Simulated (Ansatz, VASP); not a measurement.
Ga: VASP beside Ansatz

```
CELL_PARAMETERS angstrom
0.00000 2.93920 2.93920
2.93920 0.00000 2.93920
2.93920 2.93920 0.00000
ATOMIC_POSITIONS crystal
Ga 0.87500 0.87500 0.87500
Ga 0.12500 0.12500 0.12500
```

Alike in both runs: task relaxation of cell and atoms; functional PBE; k mesh 12 × 12 × 12; occupations fermi-dirac, width 0.05 eV; no spin polarisation.

```csv
,VASP,Ansatz
version,VASP 6.6.1,Ansatz 0.2.0
potentials or method,"VASP PAW PBE potentials, release 64 (Ga_d), cutoff 600 eV","all-electron LAPW, non-relativistic"
```

```tsv
	VASP	Ansatz	Ansatz less VASP
relaxed volume (Å³/atom)	25.43	25.77	+0.340
relaxed length of the cell vector where the two differ most in proportion (Å)	4.159	4.177	+0.0185
```

Ansatz ran all-electron here, and VASP with PAW potentials.
